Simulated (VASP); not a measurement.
# Se (Im-3m) in VASP: further runs

Se is run at these levels: PBEsol; tasks: relaxation of cell and atoms.

Everything below comes from runs of VASP 6.6.1. Logs are shortened: lines on timing, memory, paths and dates and some standing lists are left out, and cuts for length are marked.

## (1) The cell of the first run

It takes space group Im-3m (No. 229, cubic). Conventional cell: a = 2.661 Å, b = 2.661 Å, c = 2.661 Å, α = 90.00°, β = 90.00°, γ = 90.00°. Se (site symmetry m-3m) has 14 Se at 2.30 to 2.66 Å within 3.0 Å.

This isn't the form of Se at room conditions, which is trigonal, of chains.

## (2) Relaxation of cell and atoms, PBEsol, target pressure 290 GPa, at which the enthalpy is minimised

Input file INCAR:

```
  PREC = Accurate
  ENCUT = 600
  EDIFF = 1E-6
  ISMEAR = -1
  SIGMA = 0.08
  LREAL = False
  LASPH = True
  NELM = 80
  ALGO = Normal
  ISIF = 3
  LWAVE = False
  LCHARG = False
  GGA = PS
  IBRION = 2
  NSW = 32
  EDIFFG = -0.005
  PSTRESS = 2900.0
```

Input file KPOINTS:

```
Automatic mesh
0
Gamma
  20 20 20
```

Input file POSCAR:

```
Se
1.0
   -1.3304146036      1.3304146036      1.3304146036
    1.3304146036     -1.3304146036      1.3304146036
    1.3304146036      1.3304146036     -1.3304146036
Se
1
Direct
    0.0000000000      0.0000000000      0.0000000000
```

Potentials or basis: VASP PAW PBE potentials, release 64 (Se).

The run is started by

```
cat potpaw_PBE.64/Se/POTCAR > POTCAR
mpirun -np 1 vasp_std > vasp.out
```

OUTCAR:

```text
PREC = Accurate
   ENCUT = 600
   EDIFF = 1E-6
   ISMEAR = -1
   LREAL = False
   LASPH = True
   NELM = 80
   ISIF = 3
   GGA = PS
   IBRION = 2
   NSW = 32
   EDIFFG = -0.005
   PSTRESS = 2900.0

 ion  position               nearest neighbor table
   1  0.000  0.000  0.000-

  LATTYP: Found a body centered cubic cell.
 ALAT       =     2.6608292072

  Lattice vectors:

 A1 = (  -1.3304146036,   1.3304146036,   1.3304146036)
 A2 = (   1.3304146036,  -1.3304146036,   1.3304146036)
 A3 = (   1.3304146036,   1.3304146036,  -1.3304146036)

Analysis of symmetry for initial positions (statically):
=====================================================================
 Subroutine PRICEL returns:
 Original cell was already a primitive cell.

 Routine SETGRP: Setting up the symmetry group for a
 body centered cubic supercell.

 Subroutine GETGRP returns: Found 48 space group operations
 (whereof 48 operations were pure point group operations)
 out of a pool of 48 trial point group operations.

The static configuration has the point symmetry O_h .

Analysis of symmetry for dynamics (positions and initial velocities):
=====================================================================
 Subroutine PRICEL returns:
 Original cell was already a primitive cell.

 Routine SETGRP: Setting up the symmetry group for a
 body centered cubic supercell.

 Subroutine GETGRP returns: Found 48 space group operations
 (whereof 48 operations were pure point group operations)
 out of a pool of 48 trial point group operations.

The dynamic configuration has the point symmetry O_h .

 Subroutine INISYM returns: Found 48 space group operations
 (whereof 48 operations are pure point group operations),
 and found     1 'primitive' translations

----------------------------------------------------------------------------------------

                                     Primitive cell

  volume of cell :       9.4194

  direct lattice vectors                    reciprocal lattice vectors
    -1.330414604  1.330414604  1.330414604     0.000000000  0.375822694  0.375822694
     1.330414604 -1.330414604  1.330414604     0.375822694  0.000000000  0.375822694
     1.330414604  1.330414604 -1.330414604     0.375822694  0.375822694  0.000000000

  length of vectors
     2.304345689  2.304345689  2.304345689     0.531493550  0.531493550  0.531493550

  position of ions in fractional coordinates (direct lattice)
     0.000000000  0.000000000  0.000000000

  ion indices of the primitive-cell ions
   primitive index   ion index
                 1           1

----------------------------------------------------------------------------------------

 KPOINTS: Automatic mesh

Automatic generation of k-mesh.
 Grid dimensions read from file:
 generate k-points for:   20   20   20

 Generating k-lattice:

  Cartesian coordinates                     Fractional coordinates (reciprocal lattice)
     0.000000000  0.018791135  0.018791135     0.050000000  0.000000000  0.000000000
     0.018791135  0.000000000  0.018791135     0.000000000  0.050000000  0.000000000
     0.018791135  0.018791135  0.000000000     0.000000000  0.000000000  0.050000000

  Length of vectors
     0.026574678  0.026574678  0.026574678

  Shift w.r.t. Gamma in fractional coordinates (k-lattice)
     0.000000000  0.000000000  0.000000000

 Subroutine IBZKPT returns following result:
 ===========================================

 Found    256 irreducible k-points:

 Following reciprocal coordinates:
            Coordinates               Weight
  0.000000  0.000000  0.000000      1.000000
  0.050000  0.000000  0.000000     12.000000
  0.100000  0.000000  0.000000     12.000000
  0.150000  0.000000  0.000000     12.000000
  0.200000  0.000000  0.000000     12.000000
  0.250000  0.000000  0.000000     12.000000
[... 16 lines left out ...]
  0.200000  0.100000  0.000000     48.000000
  0.250000  0.100000 -0.000000     48.000000
 [... further k-points ...]
   k-points           NKPTS =    256   k-points in BZ     NKDIM =    256   number of bands    NBANDS=      7
   number of dos      NEDOS =    301   number of ions     NIONS =      1
   total plane-waves  NPLWV =   5832
   dimension x,y,z NGX =    18 NGY =   18 NGZ =   18
   dimension x,y,z NGXF=    36 NGYF=   36 NGZF=   36
   ions per type =               1
   NGX,Y,Z   is equivalent  to a cutoff of  12.99, 12.99, 12.99 a.u.
   NGXF,Y,Z  is equivalent  to a cutoff of  25.97, 25.97, 25.97 a.u.
 SYSTEM =  unknown system
   PREC   = accura    normal or accurate (medium, high low for compatibility)
   ISTART =      0    job   : 0-new  1-cont  2-samecut
   ICHARG =      2    charge: 1-file 2-atom 10-const
   ISPIN  =      1    spin polarized calculation?
   LNONCOLLINEAR =      F non collinear calculations
   LSORBIT =      F    spin-orbit coupling
   LASPH  =      T    aspherical Exc in radial PAW
   ENCUT  =  600.0 eV  44.10 Ry    6.64 a.u.   4.60  4.60  4.60*2*pi/ulx,y,z
   NELM   =     80;   NELMIN=  2; NELMDL= -5     # of ELM steps
   EDIFF  = 0.1E-05   stopping-criterion for ELM
   LREAL  =      F    real-space projection
   EDIFFG = -.5E-02   stopping-criterion for IOM
   NSW    =     32    number of steps for IOM
   IBRION =      2    ionic relax: 0-MD 1-quasi-New 2-CG
   NFREE  =      1    steps in history (QN), initial steepest desc. (CG)
   ISIF   =      3    stress and relaxation
   ISYM   =      2    0-nonsym 1-usesym 2-fastsym
   POTIM  = 0.5000    time-step for ionic-motion
   TEBEG  =    0.0;   TEEND  =   0.0 temperature during run
   PSTRESS= 2900.0 pullay stress
   NELECT =       6.0000    total number of electrons
   NUPDOWN=      -1.0000    fix difference up-down
   EMIN   =  10.00;   EMAX   =-10.00  energy-range for DOS
   EFERMI =   0.00;   METHOD = LEGACY
   ISMEAR =    -1;   SIGMA  =   0.08  broadening in eV -4-tet -1-fermi 0-gaus
   EFERMI_NEDOS =   21; number of points for ismear=-14 and -15
   IALGO  =     38    algorithm
   IMIX   =      4    mixing-type and parameters
     AMIX     =   0.40;   BMIX     =  1.00
     AMIX_MAG =   1.60;   BMIX_MAG =  1.00
  volume/ion in A,a.u.               =       9.42        63.56
  Fermi-wavevector in a.u.,A,eV,Ry     =   1.408591  2.661851 26.995709  1.984129
  Thomas-Fermi vector in A             =   2.530733
   LORBIT       =      0    0 simple, 1 ext, 2 COOP (PROOUT), +10 PAW based schemes
   GGA     = PS    functional components
   LHFCALC =     F    Hartree Fock is set to
   AEXX    =    0.0000 exact exchange contribution
   IVDW    =     0    specifies the selected vdW correction
   LEPSILON=     F    determine dielectric tensor
   LRPA    =     F    only Hartree local field effects (RPA)
 conjugate gradient relaxation of ions
 non-spin polarized calculation
  energy-cutoff  :      600.00
  volume of cell :        9.42
 maximum number of plane-waves:       329
   NGX =  9   NGY =  9   NGZ =  9

--------------------------------------- Ionic step        1  -------------------------------------------

 number of electron       6.0000001 magnetization

 Free energy of the ion-electron system (eV)
  ---------------------------------------------------
  ext. energy  EPLUGINS =         0.00000000
  ---------------------------------------------------
  free energy    TOTEN  =         1.44633420 eV

  energy without entropy =        1.45248759  energy(sigma->0) =        1.44941090

------------------------ aborting loop because EDIFF is reached ----------------------------------------

  FORCE on cell =-STRESS in cart. coord.  units (eV):
  Direction    XX          YY          ZZ          XY          YZ          ZX
  --------------------------------------------------------------------------------------
  -------------------------------------------------------------------------------------
  Total       17.4456174     17.4456174     17.4456174      0.0000000      0.0000000      0.0000000
  in kB     2967.3988465   2967.3988465   2967.3988465      0.0000000      0.0000000      0.0000000
  external PRESSURE =      67.3988465 kB  Pullay stress =    2900.0000000 kB
[... 96 lines left out ...]
  enthalpy is  TOTEN    =        18.4944419384 eV   P V=       17.1635351036

--------------------------------------- Ionic step        4  -------------------------------------------

 number of electron       6.0000001 magnetization

 Free energy of the ion-electron system (eV)
  ---------------------------------------------------
  ext. energy  EPLUGINS =         0.00000000
  ---------------------------------------------------
  free energy    TOTEN  =         1.33468421 eV

  energy without entropy =        1.34108020  energy(sigma->0) =        1.33788221

 E-fermi :  18.5832     XC(G=0): -14.4212

 val. band max:       18.5689609435   @ k =  -0.2000   0.2000   0.0500
 cond. band min:      18.5979622054   @ k =  -0.3500   0.3500   0.1000
 fundamental gap:      0.0290012618
 Fermi energy:        18.5832240606

 k-point     1 :       0.0000    0.0000    0.0000
  band No.  band energies     occupation
      1      -8.3032      2.00000
      2      28.1085      0.00000
      3      28.1085      0.00000
      4      28.1085      0.00000
      5      33.2864      0.00000
      6      33.2864      0.00000
      7      33.2864      0.00000
[... 221 lines left out ...]
 k-point    24 :       0.2500    0.1000   -0.0000
  band No.  band energies     occupation
      1      -4.1353      2.00000
      2      12.7627      2.00000
      3      18.6420      0.64839
      4      22.6324      0.00000
      5      28.8614      0.00000
      6      31.4428      0.00000
      7      35.4253      0.00000

 [... further k-points ...]
[... 5 lines left out ...]
  --------------------------------------------------------------------------------------
  -------------------------------------------------------------------------------------
  Total       17.1572244     17.1572244     17.1572244     -0.0000000      0.0000000      0.0000000
  in kB     2899.5721447   2899.5721447   2899.5721447     -0.0000000      0.0000000      0.0000000
  external PRESSURE =      -0.4278553 kB  Pullay stress =    2900.0000000 kB
[... 16 lines left out ...]
  FREE ENERGIE OF THE ION-ELECTRON SYSTEM (eV)
  ---------------------------------------------------
  free  energy   TOTEN  =         1.3346842078 eV

  energy  without entropy=        1.3410802023  energy(sigma->0) =        1.33788221

  enthalpy is  TOTEN    =        18.4944402842 eV   P V=       17.1597560763

 reached required accuracy - stopping structural energy minimisation
```

It took 57 s on 1 thread of Intel Xeon 8259CL, shared host; peak memory 0.14 GiB.

What came out:

- Free energy: 1.3347 eV
- Relaxed volume: 9.48 Å³/atom
- Relaxed cell: a = 2.309 Å, b = 2.309 Å, c = 2.309 Å, α = 109.47°, β = 109.47°, γ = 109.47°
- Space group after relaxing (to 0.1 Å): Im-3m (No. 229)
- Energy change on relaxing (the run minimises the enthalpy): -111.7 meV/atom
- Ionic steps: 4
- Pressure after relaxing: 290.0 GPa
- Band gap on the k mesh: zero (bands 3 and 4 overlap by 19.56 eV)

Step by step:
```tsv
step	energy change (eV)	largest force (eV/Å)	pressure (GPa)	volume (Å³)
1	0.0000	0.0000	296.74	9.42
2	-0.9227	0.0000	242.59	9.97
3	-0.1154	0.0000	289.77	9.48
4	-0.1117	0.0000	289.96	9.48
```

Final structure:
```
Se
1.0
    -1.33328    1.33328    1.33328
     1.33328   -1.33328    1.33328
     1.33328    1.33328   -1.33328
Se
1
Direct
  0.00000 0.00000 0.00000
```

Caveat: the cell is relaxed towards a set pressure, so the run minimises the enthalpy, not the energy; the PAW data sets were made with another functional, which shifts forces and pressure a little.

## (3) Relaxation of cell and atoms, PBEsol

This run uses another cell than the first one, of 21.00 Å³/atom.

Input file INCAR:

```
SYSTEM = Se
  PREC = Accurate
  ENCUT = 600
  EDIFF = 1E-7
  ISMEAR = -1
  SIGMA = 0.08
  LREAL = .False.
  LASPH = .True.
  NELM = 100
  ALGO = Normal
  ISIF = 3
  LWAVE = .False.
  LCHARG = .False.
  GGA = PS
  IBRION = 2
  NSW = 60
  EDIFFG = -0.005
```

Input file KPOINTS:

```
regular mesh
0
Gamma
  20 20 20
  0 0 0
```

Input file POSCAR:

```
Se
1.0
   -1.7380133224      1.7380133224      1.7380133224
    1.7380133224     -1.7380133224      1.7380133224
    1.7380133224      1.7380133224     -1.7380133224
Se
1
Direct
    0.0000000000      0.0000000000      0.0000000000
```

Potentials or basis: VASP PAW PBE potentials, release 64 (Se).

The run is started by

```
cat potpaw_PBE.64/Se/POTCAR > POTCAR
mpirun -np 1 vasp_std > vasp.out
```

Run time: 83 s. Hardware: 1 thread of Intel Xeon 8259CL, shared host; peak memory 0.18 GiB.

The run converged. Its results:

| Item | Value |
| --- | --- |
| Free energy | -3.4026 eV |
| Relaxed volume | 19.31 Å³/atom |
| Relaxed cell | a = 2.927 Å, b = 2.927 Å, c = 2.927 Å, α = 109.47°, β = 109.47°, γ = 109.47° |
| Space group after relaxing (to 0.1 Å) | Im-3m (No. 229) |
| Energy gained by relaxing | 34.2 meV/atom |
| Ionic steps | 3 |
| Pressure after relaxing | 0.0 GPa |
| Band gap on the k mesh | zero (bands 3 and 4 overlap by 7.30 eV) |

Step by step:
```tsv
step	energy change (eV)	largest force (eV/Å)	pressure (GPa)	volume (Å³)
1	0.0000	0.0000	-5.97	21.00
2	-0.0289	0.0000	2.93	18.71
3	-0.0342	0.0000	0.01	19.31
```

Final structure:
```yaml
crystal:
  lattice:
    - [-1.68998, 1.68998, 1.68998]
    - [1.68998, -1.68998, 1.68998]
    - [1.68998, 1.68998, -1.68998]
  atoms:
    - { symbol: Se, position: [0.00000, 0.00000, 0.00000] }
```

Levels at points of the mesh, in eV from the Fermi level:
| k point | band 1 | band 2 | band 3 | band 4 | band 5 | band 6 |
| --- | --- | --- | --- | --- | --- | --- |
| (0.00, 0.00, 0.00) | -16.60 | 3.26 | 3.26 | 3.26 | 11.73 | 12.52 |
| (0.50, 0.00, 0.00) | -12.84 | -7.09 | 0.07 | 2.29 | 6.88 | 8.25 |
| (0.50, 0.50, 0.50) | -10.21 | -3.42 | -3.42 | -3.42 | 3.77 | 3.77 |

Caveat: the PAW data sets were made with another functional, which shifts forces and pressure a little.

The gap in the log of VASP goes by the Fermi energy; the results here count the filled bands.